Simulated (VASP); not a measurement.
# BaSi3 in VASP: notebook, part 2 of 2

VASP 6.6.1.

### 3 Single point, PBEsol

This run uses another cell than the first one, of 21.50 Å³/atom.

File INCAR:

```
PREC     = Accurate       # precision mode
ENCUT    = 520            # plane-wave cutoff, eV
EDIFF    = 1E-6           # SCF threshold, eV
ISMEAR   = 1              # smearing method
SIGMA    = 0.15           # smearing width, eV
LREAL    = False          # projectors in reciprocal space
LASPH    = True           # aspherical terms in the spheres
NELM     = 80             # most SCF steps
ALGO     = Normal         # electronic algorithm
ISIF     = 2              # what is computed and relaxed
LWAVE    = False          # write WAVECAR
LCHARG   = False          # write CHGCAR
GGA      = PS             # functional
ISYM     = 0            
NBANDS   = 19             # bands
```

File KPOINTS:

```
regular mesh
0
Gamma
  8 8 8
```

File POSCAR:

```
BaSi3
1.0
    4.4143014413      0.0000000000      0.0000000000
    0.0000000000      4.4143014413      0.0000000000
    0.0000000000      0.0000000000      4.4143014413
Ba Si
1 3
Direct
    0.0000000000      0.0000000000      0.0000000000
    0.0000000000      0.5000000000      0.5000000000
    0.5000000000      0.5000000000      0.0000000000
    0.5000000000      0.0000000000      0.5000000000
```

Potentials or basis: VASP PAW PBE potentials, release 64 (Ba_sv, Si).

Launch:

```
$ cat potpaw_PBE.64/Ba_sv/POTCAR potpaw_PBE.64/Si/POTCAR > POTCAR
$ mpirun -np 1 vasp_std > vasp.out
```

OUTCAR:

```text
PREC = Accurate
   ENCUT = 520
   EDIFF = 1E-6
   ISMEAR = 1
   LREAL = False
   LASPH = True
   NELM = 80
   ISIF = 2
   GGA = PS
   ISYM = 0

 ion  position               nearest neighbor table
   1  0.000  0.000  0.000-   2 3.12   3 3.12   4 3.12   2 3.12   4 3.12   2 3.12   3 3.12   2 3.12
                             3 3.12   4 3.12   4 3.12   3 3.12
   2  0.000  0.500  0.500-   1 3.12   3 3.12   4 3.12   1 3.12   3 3.12   1 3.12   4 3.12   1 3.12
                             3 3.12   4 3.12   3 3.12   4 3.12
   3  0.500  0.500  0.000-   1 3.12   2 3.12   4 3.12   2 3.12   4 3.12   1 3.12   4 3.12   4 3.12
                             1 3.12   2 3.12   2 3.12   1 3.12
   4  0.500  0.000  0.500-   1 3.12   2 3.12   3 3.12   1 3.12   3 3.12   2 3.12   3 3.12   3 3.12
                             1 3.12   2 3.12   1 3.12   2 3.12

IMPORTANT INFORMATION: All symmetrisations will be switched off!
NOSYMM: (Re-)initialisation of all symmetry stuff for point group C_1.

----------------------------------------------------------------------------------------

                                     Primitive cell

  volume of cell :      86.0173

  direct lattice vectors                    reciprocal lattice vectors
     4.414301441  0.000000000  0.000000000     0.226536410  0.000000000  0.000000000
     0.000000000  4.414301441  0.000000000     0.000000000  0.226536410  0.000000000
     0.000000000  0.000000000  4.414301441     0.000000000  0.000000000  0.226536410

  length of vectors
     4.414301441  4.414301441  4.414301441     0.226536410  0.226536410  0.226536410

  position of ions in fractional coordinates (direct lattice)
     0.000000000  0.000000000  0.000000000
     0.000000000  0.500000000  0.500000000
     0.500000000  0.500000000  0.000000000
     0.500000000  0.000000000  0.500000000

  ion indices of the primitive-cell ions
   primitive index   ion index
                 1           1
                 2           2
                 3           3
                 4           4

[... 91 lines left out ...]
     AMIX_MAG =   1.60;   BMIX_MAG =  1.00
  volume/ion in A,a.u.               =      21.50       145.12
  Fermi-wavevector in a.u.,A,eV,Ry     =   1.039171  1.963749 14.692614  1.079877
  Thomas-Fermi vector in A             =   2.173689
   LORBIT       =      0    0 simple, 1 ext, 2 COOP (PROOUT), +10 PAW based schemes
   GGA     = PS    functional components
   LHFCALC =     F    Hartree Fock is set to
   AEXX    =    0.0000 exact exchange contribution
   IVDW    =     0    specifies the selected vdW correction
   LEPSILON=     F    determine dielectric tensor
   LRPA    =     F    only Hartree local field effects (RPA)
 non-spin polarized calculation
 Methfessel and Paxton  Order N= 1 SIGMA  =   0.15
  energy-cutoff  :      520.00
  volume of cell :       86.02
 maximum number of plane-waves:      2360
 NGX is ok and might be reduce to    36
   NGX = 17   NGY = 17   NGZ = 17

 number of electron      22.0000000 magnetization

 Free energy of the ion-electron system (eV)
  ---------------------------------------------------
  ext. energy  EPLUGINS =         0.00000000
  ---------------------------------------------------
  free energy    TOTEN  =       -18.19325070 eV

  energy without entropy =      -18.19167364  energy(sigma->0) =      -18.19272502

 E-fermi :   5.6831     XC(G=0): -10.2755

 val. band max:        5.6682553681   @ k =   0.0000  -0.3750   0.1250
 cond. band min:       5.6867809228   @ k =  -0.1250   0.1250   0.0000
 fundamental gap:      0.0185255547
 Fermi energy:         5.6830789805

 k-point     1 :       0.0000    0.0000    0.0000
  band No.  band energies     occupation
      1     -20.7943      2.00000
      2      -6.3351      2.00000
      3      -6.3351      2.00000
      4      -6.3351      2.00000
      5      -4.3705      2.00000
      6       0.5102      2.00000
[... 505 lines left out ...]
      6      -0.1934      2.00000
[... 11 lines left out ...]
     18      10.3261      0.00000
     19      10.7346      0.00000

 [... further k-points ...]

------------------------ aborting loop because EDIFF is reached ----------------------------------------

  FORCE on cell =-STRESS in cart. coord.  units (eV):
  Direction    XX          YY          ZZ          XY          YZ          ZX
  --------------------------------------------------------------------------------------
  -------------------------------------------------------------------------------------
  Total        0.5635975      0.5635927      0.5635979      0.0000002      0.0000015     -0.0000011
  in kB       10.4976891     10.4975987     10.4976956      0.0000031      0.0000274     -0.0000199
  external PRESSURE =      10.4976611 kB  Pullay stress =       0.0000000 kB

 VOLUME and BASIS-vectors are now :
 -----------------------------------------------------------------------------
  energy-cutoff  :      520.00
  volume of cell :       86.02
      direct lattice vectors                 reciprocal lattice vectors
     4.414301441  0.000000000  0.000000000     0.226536410  0.000000000  0.000000000
     0.000000000  4.414301441  0.000000000     0.000000000  0.226536410  0.000000000
     0.000000000  0.000000000  4.414301441     0.000000000  0.000000000  0.226536410

 POSITION                                       TOTAL-FORCE (eV/Angst)
 -----------------------------------------------------------------------------------
      0.00000      0.00000      0.00000         0.000000      0.000000      0.000000
      0.00000      2.20715      2.20715         0.000000     -0.000000      0.000000
      2.20715      2.20715      0.00000        -0.000000     -0.000000     -0.000001
      2.20715      0.00000      2.20715        -0.000000      0.000001      0.000000
 -----------------------------------------------------------------------------------
    total drift:                                0.000000     -0.000001      0.000000

  FREE ENERGIE OF THE ION-ELECTRON SYSTEM (eV)
  ---------------------------------------------------
  free  energy   TOTEN  =       -18.1932507025 eV

  energy  without entropy=      -18.1916736437  energy(sigma->0) =      -18.19272502
```

stdout:

```text
POSCAR found type information on POSCAR BaSi
 POSCAR found :  2 types and       4 ions
 scaLAPACK will be used
 -----------------------------------------------------------------------------
|                                                                             |
|                                                                             |
|     You enforced a specific xc type in the INCAR file but a different       |
|     I HOPE YOU KNOW WHAT YOU ARE DOING!                                     |
|                                                                             |
 -----------------------------------------------------------------------------

 LDA part: xc-table for (Slater+PW92), standard interpolation
 POSCAR, INCAR and KPOINTS ok, starting setup
 FFT: planning ... GRIDC
 FFT: planning ... GRID_SOFT
 FFT: planning ... GRID
 WAVECAR not read
 entering main loop
```

Run time: 2.7 min. Hardware: 1 thread of Intel Xeon Platinum 8488C (Sapphire Rapids), shared host; peak memory 0.5 GiB.

Results:

| Item | Value |
| --- | --- |
| Free energy | -18.1933 eV |
| Pressure | 1.0 GPa |
| Band gap on the k mesh | zero (bands 11 and 12 overlap by 2.04 eV) |

Caveat: the PAW data sets were made with another functional, which shifts forces and pressure a little; spin-orbit coupling is left out, which moves the levels of the heavy elements.
